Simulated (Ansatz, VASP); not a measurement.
## HgTe: VASP beside Ansatz

```xyz
2
Lattice="0.0000 3.3847 3.2235 3.3847 0.0000 3.2235 3.3847 3.3847 0.0000" Properties=species:S:1:pos:R:3 pbc="T T T"
Hg    0.0000    0.0000    0.0000
Te    5.0770    5.0770    4.8353
```

Change from the starting cell: strain +0.050 along x and y, +0.000 along z, atoms carried along.

Alike in both runs: task single point; functional PBEsol; k mesh 14 × 14 × 14; occupations gaussian, width 0.15 eV; no spin polarisation.

```csv
,VASP,Ansatz
version,VASP 6.6.1,Ansatz 0.2.0
potentials or method,"VASP PAW PBE potentials, release 64 (Hg, Te), cutoff 520 eV","scalar-relativistic, plane waves, PAW"
valence electrons in the cell,18,36
```

```csv
,VASP,Ansatz,Ansatz less VASP
pressure (GPa),-2.4,-2.4,-0.07
"traceless stress, the component that is largest in VASP (GPa)",0.53,0.53,+0.001
```

VASP's potentials were made for PBE, not for PBEsol. VASP's potentials hold 18 valence electrons a cell and Ansatz's 36, so a difference there can come from the potentials and not from the codes.

Spin-orbit coupling is off throughout.
